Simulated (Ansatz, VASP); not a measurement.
# Si in VASP and in Ansatz

File POSCAR:

```
Si
1.0
   -0.0254281273      2.7239119573      2.7239119573
    2.7239119573     -0.0254281273      2.7239119573
    2.7239119573      2.7239119573     -0.0254281273
Si
2
Direct
   -0.0005705493     -0.0005705493     -0.0005705493
    0.2505705493      0.2505705493      0.2505705493
```

The input INCAR.step1:

```
SYSTEM = Si
PREC     = Accurate       ! precision mode
ENCUT    = 520            ! plane-wave cutoff, eV
EDIFF    = 1E-5           ! SCF threshold, eV
ISMEAR   = 0              ! smearing method
SIGMA    = 0.01           ! smearing width, eV
LREAL    = .False.        ! projectors in reciprocal space
LASPH    = .True.         ! aspherical terms in the spheres
NELM     = 100            ! most SCF steps
ALGO     = Normal         ! electronic algorithm
ISIF     = 2              ! what is computed and relaxed
LWAVE    = .True.         ! write WAVECAR
LCHARG   = .False.        ! write CHGCAR
GGA      = PE             ! functional
NBANDS   = 11             ! bands
```

File INCAR.step2:

```
SYSTEM = Si
PREC     = Accurate       ! precision mode
ENCUT    = 520            ! plane-wave cutoff, eV
EDIFF    = 1E-6           ! SCF threshold, eV
ISMEAR   = 0              ! smearing method
SIGMA    = 0.01           ! smearing width, eV
LREAL    = .False.        ! projectors in reciprocal space
LASPH    = .True.         ! aspherical terms in the spheres
NELM     = 100            ! most SCF steps
ALGO     = Normal         ! electronic algorithm
ISIF     = 2              ! what is computed and relaxed
LWAVE    = .False.        ! write WAVECAR
LCHARG   = .False.        ! write CHGCAR
GGA      = PE             ! functional
LHFCALC  = .True.         ! exact exchange
HFSCREEN = 0.2079         ! screening, 1/A
PRECFOCK = Normal       
ISTART   = 1            
NBANDS   = 11             ! bands
```

Contents of KPOINTS:

```
Automatic mesh
0
Gamma
  6 6 6
  0 0 0
```

Input for Ansatz:

```yaml
crystal:
  lattice:
    - [-0.0254281273, 2.7239119573, 2.7239119573]
    - [2.7239119573, -0.0254281273, 2.7239119573]
    - [2.7239119573, 2.7239119573, -0.0254281273]
  atoms:
    - { symbol: Si, position: [-0.0005705493, -0.0005705493, -0.0005705493] }
    - { symbol: Si, position: [0.2505705493, 0.2505705493, 0.2505705493] }
kpoints:
  mp_grid: { grid: [6, 6, 6] }
  band_path:
    path:
      - [0.0, 0.0, 0.0]
      - [0.5, 0.0, 0.5]
      - [0.625, 0.25, 0.625]
      - [0.375, 0.375, 0.75]
      - [0.5, 0.5, 0.5]
      - [0.5, 0.25, 0.75]
      - [0.0, 0.421875, 0.421875]
    npoints: 1
hamiltonian:
  xc: hse06
scf:
  occupations: { method: fixed }
  n_extra_bands: 4
output:
  forces: true
  stress: true
  eigenvalues: true
```

Change from the starting cell: epitaxial_111 strain +1.0%.

Alike in both runs: task single point; functional HSE06; k mesh 6 × 6 × 6; no spin polarisation.

|  | VASP | Ansatz |
| --- | --- | --- |
| version | VASP 6.6.1 | Ansatz 0.2.0 |
| potentials or method | VASP PAW PBE potentials, release 64 (Si) | plane waves, PAW |
| plane-wave cutoff (eV) | 520 | 420 |
| occupations | gaussian, width 0.01 eV | fixed |
| valence electrons in the cell | 8 | 8 |

|  | VASP | Ansatz | Ansatz less VASP |
| --- | --- | --- | --- |
| gap on the k mesh at the Fermi level (eV) | 1.19 | 1.18 | -0.011 |
| pressure (GPa) | -2.0 | -1.7 | +0.33 |
| traceless stress, the component that is largest in VASP (GPa) | 0.75 | 0.74 | -0.004 |

Ansatz's warnings: stress exchange threshold loose, stress scf threshold loose.
